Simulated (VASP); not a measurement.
# HfO2 (pbe) (Fm-3m) in VASP: relaxation of cell and atoms with PBE

Aim: the relaxation of cell and atoms of HfO2 (pbe) with PBE.

Everything below comes from runs of VASP 6.6.1. Logs are shortened: lines on timing, memory, paths and dates and some standing lists are left out, and cuts for length are marked.

## 1. The cell of the first run

Symmetry: Fm-3m, No. 225, cubic system. The conventional cell has a = 5.097 Å, b = 5.097 Å, c = 5.097 Å, α = 90.00°, β = 90.00°, γ = 90.00°. Within 2.9 Å of Hf (site symmetry m-3m) lie 8 O at 2.21 Å. O (site symmetry -43m) has 4 Hf at 2.21 Å and 6 O at 2.55 Å within 2.9 Å.

## 2. Relaxation of cell and atoms, PBE

INCAR reads:

```
PREC = Accurate
ENCUT = 600
EDIFF = 1E-7
ISMEAR = 0
SIGMA = 0.02
LREAL = F
LASPH = T
NELM = 120
ALGO = Normal
ISIF = 3
LWAVE = F
LCHARG = F
GGA = PE
IBRION = 2
NSW = 100
EDIFFG = -0.002
GGA_COMPAT = F
NELMIN = 4
```

KPOINTS reads:

```
Automatic mesh
0
Gamma
  6 6 6
```

POSCAR reads:

```
HfO2
1.0
    5.0967245748      0.0000000000      0.0000000000
    0.0000000000      5.0967245748      0.0000000000
    0.0000000000      0.0000000000      5.0967245748
Hf O
4 8
Direct
    0.0000000000      0.0000000000      0.0000000000
    0.0000000000      0.5000000000      0.5000000000
    0.5000000000      0.0000000000      0.5000000000
    0.5000000000      0.5000000000      0.0000000000
    0.2500000000      0.2500000000      0.7500000000
    0.2500000000      0.7500000000      0.7500000000
    0.2500000000      0.7500000000      0.2500000000
    0.2500000000      0.2500000000      0.2500000000
    0.7500000000      0.2500000000      0.2500000000
    0.7500000000      0.7500000000      0.2500000000
    0.7500000000      0.7500000000      0.7500000000
    0.7500000000      0.2500000000      0.7500000000
```

Potentials or basis: VASP PAW PBE potentials, release 64 (Hf_pv, O).

On the command line:

```console
$ cat potpaw_PBE.64/Hf_pv/POTCAR potpaw_PBE.64/O/POTCAR > POTCAR
$ mpirun -np 1 vasp_std > vasp.out
```

OUTCAR:

```text
PREC = Accurate
   ENCUT = 600
   EDIFF = 1E-7
   ISMEAR = 0
   LREAL = F
   LASPH = T
   NELM = 120
   ISIF = 3
   GGA = PE
   IBRION = 2
   NSW = 100
   EDIFFG = -0.002
   NELMIN = 4

 ion  position               nearest neighbor table
   1  0.000  0.000  0.000-   5 2.21   6 2.21   7 2.21   8 2.21   9 2.21  10 2.21  11 2.21  12 2.21
                             4 3.60   2 3.60   3 3.60   2 3.60   3 3.60   2 3.60   4 3.60   2 3.60
   2  0.000  0.500  0.500-   5 2.21   6 2.21   7 2.21   8 2.21   9 2.21  10 2.21  11 2.21  12 2.21
                             4 3.60   1 3.60   3 3.60   1 3.60   4 3.60   1 3.60   3 3.60   1 3.60
   3  0.500  0.000  0.500-   5 2.21   6 2.21   7 2.21   8 2.21   9 2.21  10 2.21  11 2.21  12 2.21
                             4 3.60   1 3.60   2 3.60   1 3.60   4 3.60   2 3.60   4 3.60   4 3.60
   4  0.500  0.500  0.000-   5 2.21   6 2.21   7 2.21   8 2.21   9 2.21  10 2.21  11 2.21  12 2.21
                             3 3.60   1 3.60   2 3.60   2 3.60   3 3.60   1 3.60   3 3.60   3 3.60
   5  0.250  0.250  0.750-   1 2.21   2 2.21   3 2.21   4 2.21
   6  0.250  0.750  0.750-   1 2.21   2 2.21   3 2.21   4 2.21
   7  0.250  0.750  0.250-   1 2.21   2 2.21   3 2.21   4 2.21
   8  0.250  0.250  0.250-   1 2.21   2 2.21   3 2.21   4 2.21
   9  0.750  0.250  0.250-   1 2.21   2 2.21   3 2.21   4 2.21
  10  0.750  0.750  0.250-   1 2.21   2 2.21   3 2.21   4 2.21
  11  0.750  0.750  0.750-   1 2.21   2 2.21   3 2.21   4 2.21
  12  0.750  0.250  0.750-   1 2.21   2 2.21   3 2.21   4 2.21

  LATTYP: Found a simple cubic cell.
 ALAT       =     5.0967245748

  Lattice vectors:

 A1 = (   5.0967245748,   0.0000000000,   0.0000000000)
 A2 = (   0.0000000000,   5.0967245748,   0.0000000000)
 A3 = (   0.0000000000,   0.0000000000,   5.0967245748)

Analysis of symmetry for initial positions (statically):
=====================================================================
 Subroutine PRICEL returns following result:

  LATTYP: Found a face centered cubic cell.
 ALAT       =     5.0967245748

  Lattice vectors:

 A1 = (   2.5483622874,  -2.5483622874,   0.0000000000)
 A2 = (   2.5483622874,   0.0000000000,   2.5483622874)
 A3 = (   0.0000000000,  -2.5483622874,   2.5483622874)

   4 primitive cells build up your supercell.

 Routine SETGRP: Setting up the symmetry group for a
 simple cubic supercell.

 Subroutine GETGRP returns: Found 48 space group operations
 (whereof 48 operations were pure point group operations)
 out of a pool of 48 trial point group operations.

The static configuration has the point symmetry O_h .

Analysis of symmetry for dynamics (positions and initial velocities):
=====================================================================
 Subroutine PRICEL returns following result:

  LATTYP: Found a face centered cubic cell.
 ALAT       =     5.0967245748

  Lattice vectors:

 A1 = (   2.5483622874,  -2.5483622874,   0.0000000000)
 A2 = (   2.5483622874,   0.0000000000,   2.5483622874)
 A3 = (   0.0000000000,  -2.5483622874,   2.5483622874)

   4 primitive cells build up your supercell.

 Routine SETGRP: Setting up the symmetry group for a
 simple cubic supercell.

 Subroutine GETGRP returns: Found 48 space group operations
 (whereof 48 operations were pure point group operations)
 out of a pool of 48 trial point group operations.

The dynamic configuration has the point symmetry O_h .

 Subroutine INISYM returns: Found 48 space group operations
 (whereof 48 operations are pure point group operations),
 and found     4 'primitive' translations

----------------------------------------------------------------------------------------

                                     Primitive cell

  volume of cell :      33.0989

  direct lattice vectors                    reciprocal lattice vectors
     2.548362287 -2.548362287  0.000000000     0.196204442 -0.196204442 -0.196204442
     2.548362287  0.000000000  2.548362287     0.196204442  0.196204442  0.196204442
     0.000000000 -2.548362287  2.548362287    -0.196204442 -0.196204442  0.196204442

  length of vectors
     3.603928509  3.603928509  3.603928509     0.339836062  0.339836062  0.339836062

  position of ions in fractional coordinates (direct lattice)
     0.000000000  0.000000000  0.000000000
     0.250000000  0.250000000  0.250000000
     0.750000000  0.750000000  0.750000000

  ion indices of the primitive-cell ions
   primitive index   ion index
                 1           1
                 2           5
                 3           6

----------------------------------------------------------------------------------------

 KPOINTS: Automatic mesh

Automatic generation of k-mesh.
 Grid dimensions read from file:
 generate k-points for:    6    6    6

 Generating k-lattice:

  Cartesian coordinates                     Fractional coordinates (reciprocal lattice)
     0.032700740  0.000000000  0.000000000     0.166666667  0.000000000  0.000000000
     0.000000000  0.032700740  0.000000000     0.000000000  0.166666667  0.000000000
     0.000000000  0.000000000  0.032700740     0.000000000  0.000000000  0.166666667

  Length of vectors
     0.032700740  0.032700740  0.032700740

  Shift w.r.t. Gamma in fractional coordinates (k-lattice)
     0.000000000  0.000000000  0.000000000

 Subroutine IBZKPT returns following result:
 ===========================================

 Found     20 irreducible k-points:

 Following reciprocal coordinates:
            Coordinates               Weight
  0.000000  0.000000  0.000000      1.000000
  0.166667  0.000000  0.000000      6.000000
  0.333333  0.000000  0.000000      6.000000
  0.500000  0.000000  0.000000      3.000000
  0.166667  0.166667  0.000000     12.000000
  0.333333  0.166667  0.000000     24.000000
[... 12 lines left out ...]
  0.500000  0.500000  0.333333      6.000000
  0.500000  0.500000  0.500000      1.000000
   k-points           NKPTS =     20   k-points in BZ     NKDIM =     20   number of bands    NBANDS=     52
   number of dos      NEDOS =    301   number of ions     NIONS =     12
   total plane-waves  NPLWV =  74088
   dimension x,y,z NGX =    42 NGY =   42 NGZ =   42
   dimension x,y,z NGXF=    84 NGYF=   84 NGZF=   84
   ions per type =               4   8
   NGX,Y,Z   is equivalent  to a cutoff of  13.70, 13.70, 13.70 a.u.
   NGXF,Y,Z  is equivalent  to a cutoff of  27.40, 27.40, 27.40 a.u.
 SYSTEM =  unknown system
   PREC   = accura    normal or accurate (medium, high low for compatibility)
   ISTART =      0    job   : 0-new  1-cont  2-samecut
   ICHARG =      2    charge: 1-file 2-atom 10-const
   ISPIN  =      1    spin polarized calculation?
   LNONCOLLINEAR =      F non collinear calculations
   LSORBIT =      F    spin-orbit coupling
   LASPH  =      T    aspherical Exc in radial PAW
   ENCUT  =  600.0 eV  44.10 Ry    6.64 a.u.  10.18 10.18 10.18*2*pi/ulx,y,z
   NELM   =    120;   NELMIN=  4; NELMDL= -5     # of ELM steps
   EDIFF  = 0.1E-06   stopping-criterion for ELM
   LREAL  =      F    real-space projection
   EDIFFG = -.2E-02   stopping-criterion for IOM
   NSW    =    100    number of steps for IOM
   IBRION =      2    ionic relax: 0-MD 1-quasi-New 2-CG
   NFREE  =      1    steps in history (QN), initial steepest desc. (CG)
   ISIF   =      3    stress and relaxation
   ISYM   =      2    0-nonsym 1-usesym 2-fastsym
   POTIM  = 0.5000    time-step for ionic-motion
   TEBEG  =    0.0;   TEEND  =   0.0 temperature during run
   PSTRESS=    0.0 pullay stress
   NELECT =      88.0000    total number of electrons
   NUPDOWN=      -1.0000    fix difference up-down
   EMIN   =  10.00;   EMAX   =-10.00  energy-range for DOS
   EFERMI =   0.00;   METHOD = LEGACY
   ISMEAR =     0;   SIGMA  =   0.02  broadening in eV -4-tet -1-fermi 0-gaus
   EFERMI_NEDOS =   21; number of points for ismear=-14 and -15
   IALGO  =     38    algorithm
   IMIX   =      4    mixing-type and parameters
     AMIX     =   0.40;   BMIX     =  1.00
     AMIX_MAG =   1.60;   BMIX_MAG =  1.00
  volume/ion in A,a.u.               =      11.03        74.45
  Fermi-wavevector in a.u.,A,eV,Ry     =   1.428712  2.699873 27.772439  2.041217
  Thomas-Fermi vector in A             =   2.548744
   LORBIT       =      0    0 simple, 1 ext, 2 COOP (PROOUT), +10 PAW based schemes
   GGA     = PE    functional components
   LHFCALC =     F    Hartree Fock is set to
   AEXX    =    0.0000 exact exchange contribution
   IVDW    =     0    specifies the selected vdW correction
   LEPSILON=     F    determine dielectric tensor
   LRPA    =     F    only Hartree local field effects (RPA)
 conjugate gradient relaxation of ions
 non-spin polarized calculation
 Gauss-broadening in eV      SIGMA  =   0.02
  energy-cutoff  :      600.00
  volume of cell :      132.40
 maximum number of plane-waves:      4468
 NGX is ok and might be reduce to    42
   NGX = 21   NGY = 21   NGZ = 21

--------------------------------------- Ionic step        1  -------------------------------------------

 number of electron      87.9999958 magnetization

 Free energy of the ion-electron system (eV)
  ---------------------------------------------------
  ext. energy  EPLUGINS =         0.00000000
  ---------------------------------------------------
  free energy    TOTEN  =      -120.99642178 eV

  energy without entropy =     -120.99642178  energy(sigma->0) =     -120.99642178

------------------------ aborting loop because EDIFF is reached ----------------------------------------

  FORCE on cell =-STRESS in cart. coord.  units (eV):
  Direction    XX          YY          ZZ          XY          YZ          ZX
  --------------------------------------------------------------------------------------
  -------------------------------------------------------------------------------------
  Total       -3.1036715     -3.1036715     -3.1036715     -0.0000000     -0.0000000     -0.0000000
  in kB      -37.5588980    -37.5588980    -37.5588980     -0.0000000     -0.0000000     -0.0000000
  external PRESSURE =     -37.5588980 kB  Pullay stress =       0.0000000 kB
[... 77 lines left out ...]
  energy  without entropy=     -120.9689294423  energy(sigma->0) =     -120.96892944

--------------------------------------- Ionic step        3  -------------------------------------------

 number of electron      87.9999973 magnetization

 Free energy of the ion-electron system (eV)
  ---------------------------------------------------
  ext. energy  EPLUGINS =         0.00000000
  ---------------------------------------------------
  free energy    TOTEN  =      -121.02048856 eV

  energy without entropy =     -121.02048856  energy(sigma->0) =     -121.02048856

 E-fermi :   4.4021     XC(G=0): -11.8358

 val. band max:        4.2731495011   @ k =   0.0000   0.0000   0.0000
 cond. band min:       8.0751815696   @ k =   0.0000   0.0000   0.0000
 fundamental gap:      3.8020320685
 Fermi energy:         4.4021229141

 k-point     1 :       0.0000    0.0000    0.0000
  band No.  band energies     occupation
      1     -25.8706      2.00000
      2     -25.8706      2.00000
      3     -25.8706      2.00000
      4     -25.5373      2.00000
      5     -25.5373      2.00000
      6     -25.5373      2.00000
[... 1128 lines left out ...]
  FREE ENERGIE OF THE ION-ELECTRON SYSTEM (eV)
  ---------------------------------------------------
  free  energy   TOTEN  =      -121.0204885582 eV

  energy  without entropy=     -121.0204885582  energy(sigma->0) =     -121.02048856

 reached required accuracy - stopping structural energy minimisation
```

Run time: 12 min. Hardware: 1 thread of Intel Xeon 8259CL, shared host; peak memory 0.35 GiB.

Results:

| Quantity | Value |
| --- | --- |
| Free energy | -121.0205 eV |
| Relaxed volume | 10.87 Å³/atom |
| Relaxed cell | a = 5.071 Å, b = 5.071 Å, c = 5.071 Å, α = 90.00°, β = 90.00°, γ = 90.00° |
| Space group after relaxing (to 0.05 Å) | Fm-3m (No. 225) |
| Energy gained by relaxing | 2.0 meV/atom |
| Ionic steps | 3 |
| Pressure after relaxing | 0.0 GPa |
| Band gap on the k mesh | 3.80 eV |

Step by step:
```
step  energy change (eV)  largest force (eV/Å)  pressure (GPa)  volume (Å³)
   1              0.0000                0.0000           -3.76       132.40
   2              0.0275                0.0000            5.88       127.50
   3             -0.0241                0.0000           -0.02       130.38
```

Final structure:
```
CELL_PARAMETERS angstrom
5.07074 0.00000 0.00000
0.00000 5.07074 0.00000
0.00000 0.00000 5.07074
ATOMIC_POSITIONS crystal
Hf 0.00000 0.00000 0.00000
Hf 0.00000 0.50000 0.50000
Hf 0.50000 0.00000 0.50000
Hf 0.50000 0.50000 0.00000
O 0.25000 0.25000 0.75000
O 0.25000 0.75000 0.75000
O 0.25000 0.75000 0.25000
O 0.25000 0.25000 0.25000
O 0.75000 0.25000 0.25000
O 0.75000 0.75000 0.25000
O 0.75000 0.75000 0.75000
O 0.75000 0.25000 0.75000
```

Caveat: spin-orbit coupling is left out, which moves the levels of the heavy elements.
